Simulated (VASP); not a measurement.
Here is a VASP 6.6.1 calculation.

The input INCAR:

```
SYSTEM = TePb
  PREC = Accurate
  ENCUT = 520
  EDIFF = 1E-6
  ISMEAR = -1
  SIGMA = 0.05
  LREAL = .FALSE.
  LASPH = .TRUE.
  NELM = 100
  ALGO = Normal
  ISIF = 2
  LWAVE = .FALSE.
  LCHARG = .TRUE.
  GGA = B5
  ALDAX = 1.0
  AGGAX = 1.0
  AGGAC = 1.0
  ALDAC = 0.0
  LELF = .TRUE.
  LVHAR = .TRUE.
  NBANDS = 17
```

File KPOINTS:

```
Automatic mesh
0
G
  7 7 7
  0 0 0
```

File POSCAR:

```
TePb
1.0
    4.0022870000      0.0000000000      0.0000000000
    0.0000000000      4.0022870000      0.0000000000
    0.0000000000      0.0000000000      4.0022870000
Pb Te
1 1
Direct
    0.0000000000      0.0000000000      0.0000000000
    0.5000000000      0.5000000000      0.5000000000
```

Potentials or basis: VASP PAW PBE potentials, release 64 (Pb_d, Te).

The run is started by

```bash
$ cat potpaw_PBE.64/Pb_d/POTCAR potpaw_PBE.64/Te/POTCAR > POTCAR
$ mpirun -np 1 vasp_std > vasp.out
```

(1) Estimate the band gap on the k mesh.

(2) Estimate the pressure.

Answers

(1) zero (bands 10 and 11 overlap by 0.70 eV).

(2) 3.8 GPa.

Caveat: the cell stands under pressure; semilocal functionals underestimate gaps, so a narrow gap can read as zero; the PAW data sets were made with another functional, which shifts forces and pressure a little; spin-orbit coupling is left out, which moves the levels of the heavy elements.
